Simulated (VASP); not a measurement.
# InSe (P6_3/mmc) in VASP: single point with LDA

Aim: the single point of InSe with LDA.

Everything below comes from runs of VASP 6.6.1. Logs are shortened: lines on timing, memory, paths and dates and some standing lists are left out, and cuts for length are marked.

**1. The cell of the first run**

Symmetry: P6_3/mmc, No. 194, hexagonal system. Conventional cell: a = 3.967 Å, b = 3.967 Å, c = 16.456 Å, α = 90.00°, β = 90.00°, γ = 120.00°. Within 3.5 Å of In (site symmetry 3m) lie 3 Se at 2.62 Å and 1 In at 2.74 Å. Se (site symmetry 3m) has 3 In at 2.62 Å within 3.5 Å.

**2. Single point, LDA**

Contents of INCAR:

```
SYSTEM = InSe
PREC = Accurate
ENCUT = 520
EDIFF = 1E-7
ISMEAR = 0
SIGMA = 0.01
LREAL = .False.
LASPH = .True.
NELM = 80
ALGO = Normal
ISIF = 2
LWAVE = .False.
LCHARG = .True.
GGA = CA
LELF = .True.
LVHAR = .True.
NBANDS = 48
```

Contents of KPOINTS:

```
regular mesh
0
Gamma
  10 10 3
  0 0 0
```

Contents of POSCAR:

```
InSe
1.0
    3.9671095744      0.0000000000      0.0000000000
   -1.9835547872      3.4356176710      0.0000000000
    0.0000000000      0.0000000000     16.4557359836
In Se
4 4
Direct
    0.3333333333      0.6666666667      0.1666734996
    0.6666666667      0.3333333333      0.6666734996
    0.3333333333      0.6666666667      0.3333265004
    0.6666666667      0.3333333333      0.8333265004
    0.3333333333      0.6666666667      0.5894410710
    0.6666666667      0.3333333333      0.0894410710
    0.3333333333      0.6666666667      0.9105589290
    0.6666666667      0.3333333333      0.4105589290
```

Potentials or basis: VASP PAW LDA potentials, release 64 (In_d, Se).

Command:

```
$ cat potpaw_LDA.64/In_d/POTCAR potpaw_LDA.64/Se/POTCAR > POTCAR
$ mpirun -np 1 vasp_std > vasp.out
```

OUTCAR:

```text
SYSTEM = InSe
   PREC = Accurate
   ENCUT = 520
   EDIFF = 1E-7
   ISMEAR = 0
   LREAL = .False.
   LASPH = .True.
   NELM = 80
   ISIF = 2
   GGA = CA

 ion  position               nearest neighbor table
   1  0.333  0.667  0.167-   6 2.62   6 2.62   6 2.62   3 2.74
   2  0.667  0.333  0.667-   5 2.62   5 2.62   5 2.62   4 2.74
   3  0.333  0.667  0.333-   8 2.62   8 2.62   8 2.62   1 2.74
   4  0.667  0.333  0.833-   7 2.62   7 2.62   7 2.62   2 2.74
   5  0.333  0.667  0.589-   2 2.62   2 2.62   2 2.62
   6  0.667  0.333  0.089-   1 2.62   1 2.62   1 2.62
   7  0.333  0.667  0.911-   4 2.62   4 2.62   4 2.62
   8  0.667  0.333  0.411-   3 2.62   3 2.62   3 2.62

  LATTYP: Found a hexagonal cell.
 ALAT       =     3.9671095744
 C/A-ratio  =     4.1480417102

  Lattice vectors:

 A1 = (   3.9671095744,   0.0000000000,   0.0000000000)
 A2 = (  -1.9835547872,   3.4356176710,   0.0000000000)
 A3 = (   0.0000000000,   0.0000000000,  16.4557359836)

Analysis of symmetry for initial positions (statically):
=====================================================================
 Subroutine PRICEL returns:
 Original cell was already a primitive cell.

 Routine SETGRP: Setting up the symmetry group for a
 hexagonal supercell.

 Subroutine GETGRP returns: Found 24 space group operations
 (whereof 12 operations were pure point group operations)
 out of a pool of 24 trial point group operations.

The static configuration has the point symmetry D_3d.
 The point group associated with its full space group is D_6h.

Analysis of symmetry for dynamics (positions and initial velocities):
=====================================================================
 Subroutine PRICEL returns:
 Original cell was already a primitive cell.

 Routine SETGRP: Setting up the symmetry group for a
 hexagonal supercell.

 Subroutine GETGRP returns: Found 24 space group operations
 (whereof 12 operations were pure point group operations)
 out of a pool of 24 trial point group operations.

The dynamic configuration has the point symmetry D_3d.
 The point group associated with its full space group is D_6h.

 Subroutine INISYM returns: Found 24 space group operations
 (whereof 12 operations are pure point group operations),
 and found     1 'primitive' translations

----------------------------------------------------------------------------------------

[... 110 lines left out ...]
   ISIF   =      2    stress and relaxation
   ISYM   =      2    0-nonsym 1-usesym 2-fastsym
   POTIM  = 0.5000    time-step for ionic-motion
   TEBEG  =    0.0;   TEEND  =   0.0 temperature during run
   PSTRESS=    0.0 pullay stress
   NELECT =      76.0000    total number of electrons
   NUPDOWN=      -1.0000    fix difference up-down
   EMIN   =  10.00;   EMAX   =-10.00  energy-range for DOS
   EFERMI =   0.00;   METHOD = LEGACY
   ISMEAR =     0;   SIGMA  =   0.01  broadening in eV -4-tet -1-fermi 0-gaus
   EFERMI_NEDOS =   21; number of points for ismear=-14 and -15
   IALGO  =     38    algorithm
   IMIX   =      4    mixing-type and parameters
     AMIX     =   0.40;   BMIX     =  1.00
     AMIX_MAG =   1.60;   BMIX_MAG =  1.00
  volume/ion in A,a.u.               =      28.04       189.19
  Fermi-wavevector in a.u.,A,eV,Ry     =   1.141337  2.156814 17.723633  1.302650
  Thomas-Fermi vector in A             =   2.278037
   LORBIT       =      0    0 simple, 1 ext, 2 COOP (PROOUT), +10 PAW based schemes
   GGA     = CA    functional components
   LHFCALC =     F    Hartree Fock is set to
   AEXX    =    0.0000 exact exchange contribution
   IVDW    =     0    specifies the selected vdW correction
   LEPSILON=     F    determine dielectric tensor
   LRPA    =     F    only Hartree local field effects (RPA)
 non-spin polarized calculation
 Gauss-broadening in eV      SIGMA  =   0.01
  energy-cutoff  :      520.00
  volume of cell :      224.28
 maximum number of plane-waves:      6103
 NGX is ok and might be reduce to    30
   NGX = 15   NGY = 15   NGZ = 61

 number of electron      75.9999981 magnetization

 Free energy of the ion-electron system (eV)
  ---------------------------------------------------
  ext. energy  EPLUGINS =         0.00000000
  ---------------------------------------------------
  free energy    TOTEN  =       -33.32979614 eV

  energy without entropy =      -33.32979614  energy(sigma->0) =      -33.32979614

 E-fermi :   4.4778     XC(G=0):  -9.4508

 val. band max:        4.3835717882   @ k =   0.0000   0.0000   0.0000
 cond. band min:       4.6759664921   @ k =   0.0000   0.0000   0.0000
 fundamental gap:      0.2923947039
 Fermi energy:         4.4778326631

 k-point     1 :       0.0000    0.0000    0.0000
  band No.  band energies     occupation
      1     -10.5023      2.00000
      2     -10.5016      2.00000
      3     -10.2828      2.00000
      4     -10.2828      2.00000
      5     -10.2822      2.00000
      6     -10.2822      2.00000
[... 1213 lines left out ...]
     47       8.5787      0.00000
     48       8.7232      0.00000

 [... further k-points ...]

------------------------ aborting loop because EDIFF is reached ----------------------------------------

  FORCE on cell =-STRESS in cart. coord.  units (eV):
  Direction    XX          YY          ZZ          XY          YZ          ZX
  --------------------------------------------------------------------------------------
  -------------------------------------------------------------------------------------
  Total        0.1715368      0.1715368      0.2070273      0.0000000     -0.0000000      0.0000000
  in kB        1.2253820      1.2253820      1.4789105      0.0000000     -0.0000000      0.0000000
  external PRESSURE =       1.3098915 kB  Pullay stress =       0.0000000 kB

 VOLUME and BASIS-vectors are now :
 -----------------------------------------------------------------------------
  energy-cutoff  :      520.00
  volume of cell :      224.28
      direct lattice vectors                 reciprocal lattice vectors
     3.967109574  0.000000000  0.000000000     0.252072695  0.145534238  0.000000000
    -1.983554787  3.435617671  0.000000000     0.000000000  0.291068476  0.000000000
     0.000000000  0.000000000 16.455735984     0.000000000  0.000000000  0.060769084

 POSITION                                       TOTAL-FORCE (eV/Angst)
 -----------------------------------------------------------------------------------
     -0.00000      2.29041      2.74274         0.000000     -0.000000      0.013151
      1.98355      1.14521     10.97060        -0.000000      0.000000      0.013151
     -0.00000      2.29041      5.48513         0.000000      0.000000     -0.013151
      1.98355      1.14521     13.71300        -0.000000      0.000000     -0.013151
     -0.00000      2.29041      9.69969        -0.000000      0.000000     -0.028266
      1.98355      1.14521      1.47182         0.000000     -0.000000     -0.028266
     -0.00000      2.29041     14.98392        -0.000000      0.000000      0.028266
      1.98355      1.14521      6.75605         0.000000     -0.000000      0.028266
 -----------------------------------------------------------------------------------
    total drift:                                0.000000     -0.000000      0.000000

  FREE ENERGIE OF THE ION-ELECTRON SYSTEM (eV)
  ---------------------------------------------------
  free  energy   TOTEN  =       -33.3297961376 eV

  energy  without entropy=      -33.3297961376  energy(sigma->0) =      -33.32979614
```

OSZICAR:

```text
N       E                     dE             d eps       ncg     rms          rms(c)
DAV:   1     0.794258180002E+03    0.79426E+03   -0.33961E+04  2696   0.180E+03
DAV:   2     0.905348824463E+02   -0.70372E+03   -0.68139E+03  2704   0.482E+02
DAV:   3    -0.260803973145E+02   -0.11662E+03   -0.11249E+03  3248   0.199E+02
DAV:   4    -0.340237088068E+02   -0.79433E+01   -0.78758E+01  3272   0.511E+01
DAV:   5    -0.343169772970E+02   -0.29327E+00   -0.29307E+00  3264   0.102E+01    0.115E+01
DAV:   6    -0.334233054907E+02    0.89367E+00   -0.12786E+00  3480   0.157E+01    0.634E+00
DAV:   7    -0.333426682686E+02    0.80637E-01   -0.90970E-01  3832   0.550E+00    0.136E+00
DAV:   8    -0.333316979930E+02    0.10970E-01   -0.10002E-01  3952   0.317E+00    0.116E+00
DAV:   9    -0.333311890218E+02    0.50897E-03   -0.16127E-02  3224   0.507E-01    0.698E-01
DAV:  10    -0.333298644722E+02    0.13245E-02   -0.21958E-03  4040   0.540E-01    0.258E-01
DAV:  11    -0.333297965898E+02    0.67882E-04   -0.77809E-04  3776   0.179E-01    0.311E-02
DAV:  12    -0.333297951290E+02    0.14608E-05   -0.75074E-05  4072   0.567E-02    0.340E-02
DAV:  13    -0.333297965824E+02   -0.14534E-05   -0.82086E-06  3768   0.131E-02    0.592E-03
DAV:  14    -0.333297961070E+02    0.47537E-06   -0.22077E-06  3520   0.184E-02    0.421E-03
DAV:  15    -0.333297961376E+02   -0.30564E-07   -0.25738E-07  2360   0.262E-03
   1 F= -.33329796E+02 E0= -.33329796E+02  d E =-.486128E-43
```

Run time: 7 min. Hardware: 1 thread of Intel Xeon Platinum 8259CL at 2.50GHz (Skylake/Cascade Lake), shared host; peak memory 0.4 GiB.

Results:

- Free energy: -33.3298 eV
- Pressure: 0.1 GPa
- Largest force: 0.028 eV/Å
- Band gap on the k mesh: 0.29 eV

Forces in eV/Å, atoms in the order of the input:
```
In   0.000  0.000  0.013
In   0.000  0.000  0.013
In   0.000  0.000 -0.013
In   0.000  0.000 -0.013
Se   0.000  0.000 -0.028
Se   0.000  0.000 -0.028
Se   0.000  0.000  0.028
Se   0.000  0.000  0.028
```

Caveat: spin-orbit coupling is left out, which moves the levels of the heavy elements.
